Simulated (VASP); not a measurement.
Ni, 5 atoms in the cell. The cell holds a slab with vacuum, 5 atoms: a = 2.422 Å, b = 2.422 Å, c = 22.850 Å, α = 90.00°, β = 90.00°, γ = 90.00°. 

* Program: VASP 6.6.1
* Task: single point
* Functional: LDA
* Potentials or basis: VASP PAW LDA potentials, release 64 (Ni)
* Cutoff: 520 eV
* k mesh: 17 × 17 × 1
* Occupations: fermi-dirac, width 0.1 eV
* Spin: collinear spin, ferromagnetic start
* Starting moments: [1.0, 1.0, 1.0, 1.0, 1.0] μB
* Dipole correction: yes
* Further INCAR settings: ALGO = Normal; EDIFF = 1e-06; NBANDS = 37

Potentials or basis: VASP PAW LDA potentials, release 64 (Ni).

The run is started by

```console
$ cat potpaw_LDA.64/Ni/POTCAR > POTCAR
$ mpirun -np 1 vasp_std > vasp.out
```

Hardware: 1 thread of Intel(R) Xeon(R) Platinum 8488C (Sapphire Rapids), with other jobs on the host.

Question: Estimate the wall time of this run.

Answer: Wall time 9.8 min on 1 thread of Intel(R) Xeon(R) Platinum 8488C (Sapphire Rapids), on a shared host, peak memory 0.41 GiB. Counts: scf iterations 32, k points 45.
